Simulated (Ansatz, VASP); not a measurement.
# InAs: VASP beside Ansatz

```
CELL_PARAMETERS angstrom
0.00000 2.87432 2.87432
2.87432 0.00000 2.87432
2.87432 2.87432 0.00000
ATOMIC_POSITIONS crystal
In 0.00000 0.00000 0.00000
As 0.50000 0.50000 0.50000
```

Alike in both runs: task single point; functional PBEsol; k mesh 10 × 10 × 10; occupations fermi-dirac, width 0.05 eV; no spin polarisation.

|  | VASP | Ansatz |
| --- | --- | --- |
| version | VASP 6.6.1 | Ansatz 0.2.0 |
| potentials or method | VASP PAW PBE potentials, release 64 (In_d, As), cutoff 520 eV | all-electron LAPW, scalar-relativistic |

```csv
,VASP,Ansatz,Ansatz less VASP
pressure (GPa),-3.2,-3.3,-0.10
```

VASP's potentials were made for PBE, not for PBEsol. Ansatz ran all-electron here, and VASP with PAW potentials.
